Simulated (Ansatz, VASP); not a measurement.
GaN in VASP and in Ansatz

The input INCAR:

```
SYSTEM = GaN
ALGO     = Normal         ! electronic algorithm
EDIFF    = 1E-6           ! SCF threshold, eV
ENCUT    = 600            ! plane-wave cutoff, eV
GGA      = PE             ! functional
GGA_COMPAT= .False.      
ISIF     = 2              ! what is computed and relaxed
ISMEAR   = 0              ! smearing method
LASPH    = .True.         ! aspherical terms in the spheres
LCHARG   = .True.         ! write CHGCAR
LELF     = .True.         ! ELF
LREAL    = .False.        ! projectors in reciprocal space
LVHAR    = .True.       
LWAVE    = .False.        ! write WAVECAR
NBANDS   = 16             ! bands
NELM     = 120            ! most SCF steps
PREC     = Accurate       ! precision mode
SIGMA    = 0.02           ! smearing width, eV
```

The input KPOINTS:

```
k-points
0
Gamma
  10 10 10
  0 0 0
```

The input POSCAR:

```
GaN
1.0
    0.0000000000      2.2535006075      2.2535006075
    2.2535006075      0.0000000000      2.2535006075
    2.2535006075      2.2535006075      0.0000000000
Ga N
1 1
Direct
    0.0000000000      0.0000000000      0.0000000000
    0.7500000000      0.7500000000      0.7500000000
```

Input for Ansatz:

```yaml
crystal:
  lattice:
    - [0.0, 2.2535006075, 2.2535006075]
    - [2.2535006075, 0.0, 2.2535006075]
    - [2.2535006075, 2.2535006075, 0.0]
  atoms:
    - { symbol: Ga, position: [0.0, 0.0, 0.0] }
    - { symbol: "N", position: [0.75, 0.75, 0.75] }
basis:
  ecutwfc: 420
kpoints:
  mp_grid: { grid: [10, 10, 10] }
hamiltonian:
  xc: pbe
scf:
  occupations: { method: gaussian, width: 0.02 }
output:
  forces: true
  stress: true
  eigenvalues: true
```

Alike in both runs: task single point; functional PBE; k mesh 10 × 10 × 10; occupations gaussian, width 0.02 eV; no spin polarisation.

|  | VASP | Ansatz |
| --- | --- | --- |
| version | VASP 6.6.1 | Ansatz 0.2.0 |
| potentials or method | VASP PAW PBE potentials, release 64 (Ga_d, N), cutoff 600 eV | scalar-relativistic, plane waves, PAW |
| valence electrons in the cell | 18 | 18 |

```tsv
	VASP	Ansatz	Ansatz less VASP
gap on the k mesh at the Fermi level (eV)	1.72	1.72	-0.007
least direct gap on the mesh (eV)	1.72	1.72	-0.007
pressure (GPa)	4.9	5.0	+0.08
```
